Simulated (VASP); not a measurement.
Wanted: the native input for a VASP 6.6.1 run.

| Property | Result |
| --- | --- |
| Task | single point |
| Functional | PBEsol |
| Potentials or basis | VASP PAW PBE potentials, release 64 (W_sv, C) |
| Cutoff | 520 eV |
| k mesh | 11 × 11 × 11 |
| Occupations | methfessel-paxton, width 0.1 eV |
| Spin | no spin polarisation |
| Dipole correction | no |
| Further INCAR settings | ALGO = Normal; EDIFF = 1e-07; NBANDS = 16 |

The structure of WC lies in POSCAR:

```
WC
1.0
    0.0000000000      2.1779635834      2.1779635834
    2.1779635834      0.0000000000      2.1779635834
    2.1779635834      2.1779635834      0.0000000000
W C
1 1
Direct
    0.0000000000      0.0000000000      0.0000000000
    0.5000000000      0.5000000000      0.5000000000
```

These files were run (other wordings do the same):

INCAR

```
PREC     = Accurate       # precision mode
ENCUT    = 520            # plane-wave cutoff, eV
EDIFF    = 1E-7           # SCF threshold, eV
ISMEAR   = 1              # smearing method
SIGMA    = 0.1            # smearing width, eV
LREAL    = F              # projectors in reciprocal space
LASPH    = T              # aspherical terms in the spheres
NELM     = 100            # most SCF steps
ALGO     = Normal         # electronic algorithm
ISIF     = 2              # what is computed and relaxed
LWAVE    = F              # write WAVECAR
LCHARG   = T              # write CHGCAR
GGA      = PS             # functional
LELF     = T              # ELF
LVHAR    = T            
NBANDS   = 16             # bands
```

KPOINTS

```
Automatic mesh
0
Gamma
  11 11 11
```

Potentials or basis: VASP PAW PBE potentials, release 64 (W_sv, C).

Launch:

```bash
$ cat potpaw_PBE.64/W_sv/POTCAR potpaw_PBE.64/C/POTCAR > POTCAR
$ mpirun -np 1 vasp_std > vasp.out
```

It gave:

* Pressure: -1.6 GPa
* Band gap on the k mesh: zero (band 9 reaches 13.54 eV, above the bottom of band 10 at 10.37 eV)

Caveat: the PAW data sets were made with another functional, which shifts forces and pressure a little; spin-orbit coupling is left out, which moves the levels of the heavy elements.

Wall time 16 s on 1 thread of Intel(R) Xeon(R) Platinum 8488C (Sapphire Rapids), on a shared host, peak memory 0.15 GiB.
